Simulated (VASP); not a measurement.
# InAs (F-43m) in VASP: a series of runs

The runs below take InAs through single point, with PBE.

Program: VASP 6.6.1. These are calculated values, not measurements. Logs are shortened: lines on timing, memory, paths and dates and some standing lists are left out, and cuts for length are marked.

## Step 1: The cell of the first run

The structure is cubic, space group F-43m (No. 216). The conventional cell has a = 6.058 Å, b = 6.058 Å, c = 6.058 Å, α = 90.00°, β = 90.00°, γ = 90.00°. Within 3.5 Å of In (site symmetry -43m) lie 4 As at 2.62 Å. As (site symmetry -43m) has 4 In at 2.62 Å within 3.5 Å.

## Step 2: Single point, PBE

INCAR

```
SYSTEM = InAs
ALGO = Normal
EDIFF = 1E-6
ENCUT = 520
GGA = PE
ISIF = 2
ISMEAR = -1
LASPH = .True.
LCHARG = .False.
LREAL = .False.
LWAVE = .False.
NBANDS = 16
NELM = 100
PREC = Accurate
SIGMA = 0.05
```

KPOINTS

```
k-points
0
Gamma
  13 13 13
  0 0 0
```

POSCAR

```
InAs
1.0
    0.0000000000      3.0290000000      3.0290000000
    3.0290000000      0.0000000000      3.0290000000
    3.0290000000      3.0290000000      0.0000000000
In As
1 1
Direct
    0.0000000000      0.0000000000      0.0000000000
    0.2500000000      0.2500000000      0.2500000000
```

Potentials or basis: VASP PAW PBE potentials, release 64 (In_d, As).

Started as:

```console
$ cat potpaw_PBE.64/In_d/POTCAR potpaw_PBE.64/As/POTCAR > POTCAR
$ mpirun -np 1 vasp_std > vasp.out
```

OUTCAR:

```text
SYSTEM = InAs
   EDIFF = 1E-6
   ENCUT = 520
   GGA = PE
   ISIF = 2
   ISMEAR = -1
   LASPH = .True.
   LREAL = .False.
   NELM = 100
   PREC = Accurate

 ion  position               nearest neighbor table
   1  0.000  0.000  0.000-   2 2.62   2 2.62   2 2.62   2 2.62
   2  0.250  0.250  0.250-   1 2.62   1 2.62   1 2.62   1 2.62

  LATTYP: Found a face centered cubic cell.
 ALAT       =     6.0580000000

  Lattice vectors:

 A1 = (   0.0000000000,   3.0290000000,   3.0290000000)
 A2 = (   3.0290000000,   0.0000000000,   3.0290000000)
 A3 = (   3.0290000000,   3.0290000000,   0.0000000000)

Analysis of symmetry for initial positions (statically):
=====================================================================
 Subroutine PRICEL returns:
 Original cell was already a primitive cell.

 Routine SETGRP: Setting up the symmetry group for a
 face centered cubic supercell.

 Subroutine GETGRP returns: Found 24 space group operations
 (whereof 24 operations were pure point group operations)
 out of a pool of 48 trial point group operations.

The static configuration has the point symmetry T_d .

Analysis of symmetry for dynamics (positions and initial velocities):
=====================================================================
 Subroutine PRICEL returns:
 Original cell was already a primitive cell.

 Routine SETGRP: Setting up the symmetry group for a
 face centered cubic supercell.

 Subroutine GETGRP returns: Found 24 space group operations
 (whereof 24 operations were pure point group operations)
 out of a pool of 48 trial point group operations.

The dynamic configuration has the point symmetry T_d .

 Subroutine INISYM returns: Found 24 space group operations
 (whereof 24 operations are pure point group operations),
 and found     1 'primitive' translations

----------------------------------------------------------------------------------------

                                     Primitive cell

  volume of cell :      55.5812

  direct lattice vectors                    reciprocal lattice vectors
     0.000000000  3.029000000  3.029000000    -0.165070981  0.165070981  0.165070981
     3.029000000  0.000000000  3.029000000     0.165070981 -0.165070981  0.165070981
     3.029000000  3.029000000  0.000000000     0.165070981  0.165070981 -0.165070981

  length of vectors
     4.283652880  4.283652880  4.283652880     0.285911325  0.285911325  0.285911325

  position of ions in fractional coordinates (direct lattice)
     0.000000000  0.000000000  0.000000000
     0.250000000  0.250000000  0.250000000

  ion indices of the primitive-cell ions
   primitive index   ion index
                 1           1
                 2           2

----------------------------------------------------------------------------------------

 KPOINTS: k-points

Automatic generation of k-mesh.
 Grid dimensions read from file:
 generate k-points for:   13   13   13

 Generating k-lattice:

  Cartesian coordinates                     Fractional coordinates (reciprocal lattice)
    -0.012697768  0.012697768  0.012697768     0.076923077  0.000000000  0.000000000
     0.012697768 -0.012697768  0.012697768     0.000000000  0.076923077  0.000000000
     0.012697768  0.012697768 -0.012697768     0.000000000  0.000000000  0.076923077

  Length of vectors
     0.021993179  0.021993179  0.021993179

  Shift w.r.t. Gamma in fractional coordinates (k-lattice)
     0.000000000  0.000000000  0.000000000

 Subroutine IBZKPT returns following result:
 ===========================================

 Found     84 irreducible k-points:

 Following reciprocal coordinates:
            Coordinates               Weight
  0.000000  0.000000  0.000000      1.000000
  0.076923  0.000000  0.000000      8.000000
  0.153846  0.000000  0.000000      8.000000
  0.230769  0.000000  0.000000      8.000000
  0.307692  0.000000  0.000000      8.000000
  0.384615  0.000000  0.000000      8.000000
[... 16 lines left out ...]
  0.384615  0.153846  0.000000     24.000000
  0.461538  0.153846  0.000000     24.000000
 [... further k-points ...]
   k-points           NKPTS =     84   k-points in BZ     NKDIM =     84   number of bands    NBANDS=     16
   number of dos      NEDOS =    301   number of ions     NIONS =      2
   total plane-waves  NPLWV =  32768
   dimension x,y,z NGX =    32 NGY =   32 NGZ =   32
   dimension x,y,z NGXF=    64 NGYF=   64 NGZF=   64
   ions per type =               1   1
   NGX,Y,Z   is equivalent  to a cutoff of  12.42, 12.42, 12.42 a.u.
   NGXF,Y,Z  is equivalent  to a cutoff of  24.84, 24.84, 24.84 a.u.
 SYSTEM =  InAs
   PREC   = accura    normal or accurate (medium, high low for compatibility)
   ISTART =      0    job   : 0-new  1-cont  2-samecut
   ICHARG =      2    charge: 1-file 2-atom 10-const
   ISPIN  =      1    spin polarized calculation?
   LNONCOLLINEAR =      F non collinear calculations
   LSORBIT =      F    spin-orbit coupling
   LASPH  =      T    aspherical Exc in radial PAW
   ENCUT  =  520.0 eV  38.22 Ry    6.18 a.u.   7.96  7.96  7.96*2*pi/ulx,y,z
   NELM   =    100;   NELMIN=  2; NELMDL= -5     # of ELM steps
   EDIFF  = 0.1E-05   stopping-criterion for ELM
   LREAL  =      F    real-space projection
[... 7 lines left out ...]
   TEBEG  =    0.0;   TEEND  =   0.0 temperature during run
   PSTRESS=    0.0 pullay stress
   NELECT =      18.0000    total number of electrons
   NUPDOWN=      -1.0000    fix difference up-down
   EMIN   =  10.00;   EMAX   =-10.00  energy-range for DOS
   EFERMI =   0.00;   METHOD = LEGACY
   ISMEAR =    -1;   SIGMA  =   0.05  broadening in eV -4-tet -1-fermi 0-gaus
   EFERMI_NEDOS =   21; number of points for ismear=-14 and -15
   IALGO  =     38    algorithm
   IMIX   =      4    mixing-type and parameters
     AMIX     =   0.40;   BMIX     =  1.00
     AMIX_MAG =   1.60;   BMIX_MAG =  1.00
  volume/ion in A,a.u.               =      27.79       187.54
  Fermi-wavevector in a.u.,A,eV,Ry     =   1.124233  2.124493 17.196406  1.263900
  Thomas-Fermi vector in A             =   2.260904
   LORBIT       =      0    0 simple, 1 ext, 2 COOP (PROOUT), +10 PAW based schemes
   GGA     = PE    functional components
   LHFCALC =     F    Hartree Fock is set to
   AEXX    =    0.0000 exact exchange contribution
   IVDW    =     0    specifies the selected vdW correction
   LEPSILON=     F    determine dielectric tensor
   LRPA    =     F    only Hartree local field effects (RPA)
 non-spin polarized calculation
  energy-cutoff  :      520.00
  volume of cell :       55.58
 maximum number of plane-waves:      1513
   NGX = 15   NGY = 15   NGZ = 15

 number of electron      17.9999990 magnetization

 Free energy of the ion-electron system (eV)
  ---------------------------------------------------
  ext. energy  EPLUGINS =         0.00000000
  ---------------------------------------------------
  free energy    TOTEN  =        -7.68039281 eV

  energy without entropy =       -7.68019029  energy(sigma->0) =       -7.68029155

 E-fermi :   4.5587     XC(G=0):  -9.0697

 val. band max:        4.4514701626   @ k =   0.0000   0.0000   0.0000
 cond. band min:       5.2000815661   @ k =   0.0769   0.0000   0.0000
 fundamental gap:      0.7486114036
 Fermi energy:         4.5587049467

 k-point     1 :       0.0000    0.0000    0.0000
  band No.  band energies     occupation
      1      -9.9280      2.00000
      2      -9.9280      2.00000
      3      -9.9280      2.00000
      4      -9.8044      2.00000
      5      -9.8044      2.00000
      6      -7.3746      2.00000
[... 8 lines left out ...]
     15      14.1193      0.00000
     16      14.1193      0.00000

 k-point     2 :       0.0769    0.0000    0.0000
  band No.  band energies     occupation
      1      -9.9357      2.00000
      2      -9.9257      2.00000
      3      -9.9257      2.00000
      4      -9.8045      2.00000
      5      -9.8045      2.00000
      6      -7.3133      2.00000
[... 8 lines left out ...]
     15      13.5992      0.00000
     16      13.5992      0.00000

 k-point     3 :       0.1538    0.0000    0.0000
  band No.  band energies     occupation
      1      -9.9566      2.00000
      2      -9.9196      2.00000
      3      -9.9196      2.00000
      4      -9.8044      2.00000
      5      -9.8044      2.00000
      6      -7.1351      2.00000
[... 8 lines left out ...]
     15      13.0955      0.00000
     16      13.0955      0.00000

 k-point     4 :       0.2308    0.0000    0.0000
  band No.  band energies     occupation
      1      -9.9845      2.00000
      2      -9.9118      2.00000
      3      -9.9118      2.00000
      4      -9.8036      2.00000
      5      -9.8036      2.00000
      6      -6.8582      2.00000
[... 8 lines left out ...]
     15      12.9664      0.00000
     16      12.9664      0.00000

 k-point     5 :       0.3077    0.0000    0.0000
  band No.  band energies     occupation
      1     -10.0125      2.00000
      2      -9.9046      2.00000
      3      -9.9046      2.00000
      4      -9.8015      2.00000
      5      -9.8015      2.00000
      6      -6.5179      2.00000
[... 8 lines left out ...]
     15      13.3073      0.00000
     16      13.3073      0.00000

 k-point     6 :       0.3846    0.0000    0.0000
  band No.  band energies     occupation
      1     -10.0348      2.00000
      2      -9.8997      2.00000
      3      -9.8997      2.00000
      4      -9.7988      2.00000
      5      -9.7988      2.00000
      6      -6.1799      2.00000
[... 8 lines left out ...]
     15      14.0540      0.00000
     16      14.0540      0.00000
[... 267 lines left out ...]
 k-point    21 :       0.2308    0.1538    0.0000
  band No.  band energies     occupation
      1      -9.9957      2.00000
      2      -9.9040      2.00000
      3      -9.9028      2.00000
      4      -9.8140      2.00000
      5      -9.7974      2.00000
      6      -6.8511      2.00000
[... 8 lines left out ...]
     15      14.2762      0.00000
     16      14.3090      0.00000

 k-point    22 :       0.3077    0.1538    0.0000
  band No.  band energies     occupation
      1     -10.0187      2.00000
      2      -9.8981      2.00000
      3      -9.8947      2.00000
      4      -9.8149      2.00000
      5      -9.7953      2.00000
      6      -6.5609      2.00000
[... 8 lines left out ...]
     15      14.3606      0.00000
     16      14.3630      0.00000

 k-point    23 :       0.3846    0.1538    0.0000
  band No.  band energies     occupation
      1     -10.0387      2.00000
      2      -9.8940      2.00000
      3      -9.8888      2.00000
      4      -9.8132      2.00000
      5      -9.7937      2.00000
      6      -6.2285      2.00000
[... 8 lines left out ...]
     15      14.2867      0.00000
     16      14.8631      0.00000

 k-point    24 :       0.4615    0.1538    0.0000
  band No.  band energies     occupation
      1     -10.0524      2.00000
      2      -9.8919      2.00000
      3      -9.8858      2.00000
      4      -9.8092      2.00000
      5      -9.7937      2.00000
      6      -5.9314      2.00000
[... 8 lines left out ...]
     15      14.7004      0.00000
     16      15.4412      0.00000

 [... further k-points ...]
[... 5 lines left out ...]
  --------------------------------------------------------------------------------------
  -------------------------------------------------------------------------------------
  Total        1.2515715      1.2515715      1.2515715      0.0000000      0.0000000      0.0000000
  in kB       36.0776654     36.0776654     36.0776654      0.0000000      0.0000000      0.0000000
  external PRESSURE =      36.0776654 kB  Pullay stress =       0.0000000 kB

 VOLUME and BASIS-vectors are now :
 -----------------------------------------------------------------------------
  energy-cutoff  :      520.00
  volume of cell :       55.58
      direct lattice vectors                 reciprocal lattice vectors
     0.000000000  3.029000000  3.029000000    -0.165070981  0.165070981  0.165070981
     3.029000000  0.000000000  3.029000000     0.165070981 -0.165070981  0.165070981
     3.029000000  3.029000000  0.000000000     0.165070981  0.165070981 -0.165070981

 POSITION                                       TOTAL-FORCE (eV/Angst)
 -----------------------------------------------------------------------------------
      0.00000      0.00000      0.00000         0.000000      0.000000     -0.000000
      1.51450      1.51450      1.51450        -0.000000     -0.000000      0.000000
 -----------------------------------------------------------------------------------
    total drift:                               -0.000000     -0.000000     -0.000000

  FREE ENERGIE OF THE ION-ELECTRON SYSTEM (eV)
  ---------------------------------------------------
  free  energy   TOTEN  =        -7.6803928086 eV

  energy  without entropy=       -7.6801902916  energy(sigma->0) =       -7.68029155
```

Run time: 86 s. Hardware: 1 thread of Intel Xeon 8259CL, shared host; peak memory 0.22 GiB.

Results:

```yaml
Free_energy: -7.6804 eV
Pressure: 3.6 GPa
Band_gap_on_the_k_mesh: zero (filled and empty bands touch)
```

Levels at points of the mesh, in eV from the Fermi level:
| k point | band 6 | band 7 | band 8 | band 9 | band 10 | band 11 | band 12 | band 13 |
| --- | --- | --- | --- | --- | --- | --- | --- | --- |
| (0.00, 0.00, 0.00) | -11.93 | -0.33 | -0.11 | -0.11 | -0.11 | 3.80 | 3.80 | 3.80 |

Caveat: the cell stands under pressure; semilocal functionals underestimate gaps, so a narrow gap can read as zero; spin-orbit coupling is left out, which moves the levels of the heavy elements.

## Step 3: Single point, PBE (28.35 Å³/atom)

This run uses another cell than the first one, of 28.35 Å³/atom.

INCAR

```
PREC = Accurate
ENCUT = 520
EDIFF = 1E-6
ISMEAR = -1
SIGMA = 0.05
LREAL = False
LASPH = True
NELM = 60
ALGO = Normal
ISIF = 2
LWAVE = False
LCHARG = True
GGA = PE
LELF = True
LVHAR = True
NBANDS = 16
```

KPOINTS

```
regular mesh
0
Gamma
  13 13 13
```

POSCAR

```
InAs
1.0
    0.0000000000      3.0490601873      3.0490601873
    3.0490601873      0.0000000000      3.0490601873
    3.0490601873      3.0490601873      0.0000000000
In As
1 1
Direct
    0.0000000000      0.0000000000      0.0000000000
    0.2500000000      0.2500000000      0.2500000000
```

Potentials or basis: VASP PAW PBE potentials, release 64 (In_d, As).

Started as:

```console
$ cat potpaw_PBE.64/In_d/POTCAR potpaw_PBE.64/As/POTCAR > POTCAR
$ mpirun -np 1 vasp_std > vasp.out
```

Wall time 86 s (1 thread of Intel Xeon 8259CL, shared host); peak memory 0.23 GiB.

The run converged. Its results:

- Free energy: -7.7013 eV
- Pressure: 2.4 GPa
- Band gap on the k mesh: zero (filled and empty bands touch)

Levels at points of the mesh, in eV from the Fermi level:
```tsv
k point	band 5	band 6	band 7	band 8	band 9	band 10	band 11	band 12	band 13	band 14
(0.00, 0.00, 0.00)	-14.33	-11.81	-0.43	-0.11	-0.11	-0.11	3.79	3.79	3.79	7.31
```

Caveat: semilocal functionals underestimate gaps, so a narrow gap can read as zero; spin-orbit coupling is left out, which moves the levels of the heavy elements.

## Step 4: Single point, PBE (28.90 Å³/atom)

This run uses another cell than the first one, of 28.90 Å³/atom.

INCAR

```
SYSTEM = InAs
PREC = Accurate
ENCUT = 520
EDIFF = 1E-6
ISMEAR = -1
SIGMA = 0.05
LREAL = .False.
LASPH = .True.
NELM = 80
ALGO = Normal
ISIF = 2
LWAVE = .False.
LCHARG = .True.
GGA = PE
LELF = .True.
LVHAR = .True.
NBANDS = 16
```

KPOINTS

```
regular mesh
0
Gamma
  13 13 13
  0 0 0
```

POSCAR

```
InAs
1.0
    0.0000000000      3.0688598342      3.0688598342
    3.0688598342      0.0000000000      3.0688598342
    3.0688598342      3.0688598342      0.0000000000
In As
1 1
Direct
    0.0000000000      0.0000000000      0.0000000000
    0.2500000000      0.2500000000      0.2500000000
```

Started as:

```console
$ cat potpaw_PBE.64/In_d/POTCAR potpaw_PBE.64/As/POTCAR > POTCAR
$ mpirun -np 1 vasp_std > vasp.out
```

Wall time 86 s (1 thread of Intel Xeon 8259CL, shared host); peak memory 0.23 GiB.

The run converged. Its results:

- Free energy: -7.7141 eV
- Pressure: 1.3 GPa
- Band gap on the k mesh: zero (filled and empty bands touch)

Levels at points of the mesh, in eV from the Fermi level:
```
           k point  band 6  band 7  band 8  band 9  band 10  band 11  band 12  band 13
(0.00, 0.00, 0.00)  -11.69   -0.53   -0.11   -0.11    -0.11     3.78     3.78     3.78
```

Caveat: semilocal functionals underestimate gaps, so a narrow gap can read as zero; spin-orbit coupling is left out, which moves the levels of the heavy elements.

## Step 5: Single point, PBE (29.46 Å³/atom)

This run uses another cell than the first one, of 29.46 Å³/atom.

INCAR

```
ALGO = Normal
EDIFF = 1E-6
ENCUT = 520
GGA = PE
ISIF = 2
ISMEAR = -1
LASPH = T
LCHARG = F
LREAL = F
LWAVE = F
NBANDS = 16
NELM = 60
PREC = Accurate
SIGMA = 0.05
```

KPOINTS

```
k-points
0
Gamma
  13 13 13
```

POSCAR

```
InAs
1.0
    0.0000000000      3.0884072391      3.0884072391
    3.0884072391      0.0000000000      3.0884072391
    3.0884072391      3.0884072391      0.0000000000
In As
1 1
Direct
    0.0000000000      0.0000000000      0.0000000000
    0.2500000000      0.2500000000      0.2500000000
```

Started as:

```console
$ cat potpaw_PBE.64/In_d/POTCAR potpaw_PBE.64/As/POTCAR > POTCAR
$ mpirun -np 1 vasp_std > vasp.out
```

Run time: 86 s. Hardware: 1 thread of Intel Xeon 8259CL, shared host; peak memory 0.23 GiB.

The run converged. Its results:

```yaml
Free_energy: -7.7196 eV
Pressure: 0.3 GPa
Band_gap_on_the_k_mesh: zero (filled and empty bands touch)
```

Levels at points of the mesh, in eV from the Fermi level:
| k point | band 7 | band 8 | band 9 | band 10 | band 11 | band 12 |
| --- | --- | --- | --- | --- | --- | --- |
| (0.00, 0.00, 0.00) | -0.63 | -0.11 | -0.11 | -0.11 | 3.76 | 3.76 |

Caveat: semilocal functionals underestimate gaps, so a narrow gap can read as zero; spin-orbit coupling is left out, which moves the levels of the heavy elements.

## Step 6: Overview

```tsv
cell	gap on the mesh (eV)	pressure (GPa)
a = 4.284 Å, angles 60.0°, 2 atoms	none	3.6
a = 4.312 Å, angles 60.0°, 2 atoms	none	2.4
a = 4.340 Å, angles 60.0°, 2 atoms	none	1.3
a = 4.368 Å, angles 60.0°, 2 atoms	none	0.3
```

Alike in all rows: task single point; level PBE; potentials or basis VASP PAW PBE potentials, release 64 (In_d, As); no spin polarisation; k mesh 13 × 13 × 13; cutoff (eV) 520; smearing fermi-dirac 0.05 eV.

Caveats: semilocal functionals underestimate gaps, so a narrow gap can read as zero; spin-orbit coupling is left out, which moves the levels of the heavy elements; the cell stands under pressure (at least some runs).

Absolute energies hang on the potentials; compare differences alone.
